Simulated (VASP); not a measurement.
Input of a VASP 6.6.1 run:

INCAR

```
  PREC = Accurate
  ENCUT = 520
  EDIFF = 1E-6
  ISMEAR = 0
  SIGMA = 0.05
  LREAL = F
  LASPH = T
  NELM = 100
  ALGO = Normal
  ISIF = 2
  LWAVE = F
  LCHARG = T
  GGA = PS
  LELF = T
  LVHAR = T
  NBANDS = 20
```

The input KPOINTS:

```
Automatic mesh
0
Gamma
  8 8 8
```

POSCAR

```
CdF2
1.0
    0.0000000000      2.8973435186      2.3892147482
    2.7896606003      0.0000000000      2.3892147482
    2.7896606003      2.8973435186      0.0000000000
Cd F
1 2
Direct
    0.0000000000      0.0000000000      0.0000000000
    0.2500000000      0.2500000000      0.2500000000
    0.7500000000      0.7500000000      0.7500000000
```

Potentials or basis: VASP PAW PBE potentials, release 64 (Cd, F).

Launch:

```bash
$ cat potpaw_PBE.64/Cd/POTCAR potpaw_PBE.64/F/POTCAR > POTCAR
$ mpirun -np 1 vasp_std > vasp.out
```

(1) Predict the band gap on the k mesh.

(2) What does it give for the pressure?

Answers

(1) 2.05 eV (least direct gap 2.45 eV).

(2) 1.9 GPa.

Caveat: the cell differs from its parent crystal (strain +e along x and -e along y -0.0200, strain +e along z and -e/2 along x and y -0.1125); the stress differs along the axes, from -7 to 16 GPa; the PAW data sets were made with another functional, which shifts forces and pressure a little.
